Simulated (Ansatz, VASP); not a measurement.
# Two plane-wave programs on BN

```
B N
1.0
     0.00000    1.80482    1.80482
     1.80482    0.00000    1.80482
     1.80482    1.80482    0.00000
B N
1 1
Direct
  0.00000 0.00000 0.00000
  0.25000 0.25000 0.25000
```

Alike in both runs: task single point; functional PBE-based screened hybrid with a share of 0.4 of exact exchange and HFSCREEN = 0.3; k mesh 6 × 6 × 6; no spin polarisation.

|  | VASP | Ansatz |
| --- | --- | --- |
| version | VASP 6.6.1 | Ansatz 0.2.0 |
| potentials or method | VASP PAW PBE potentials, release 64 (B, N) | plane waves |
| plane-wave cutoff (eV) | 520 | 420 |
| occupations | gaussian, width 0.01 eV | fixed |
| valence electrons in the cell | 8 | 8 |

|  | VASP | Ansatz | Ansatz less VASP |
| --- | --- | --- | --- |
| gap on the k mesh at the Fermi level (eV) | 6.21 | 6.23 | +0.016 |
| pressure (GPa) | -8.5 | -9.1 | -0.57 |

VASP's potentials were made for PBE, not for PBE-based screened hybrid. Ansatz's warnings: stress exchange threshold loose, stress scf threshold loose.

The k mesh is coarse, so the values compare programs but aren't converged.
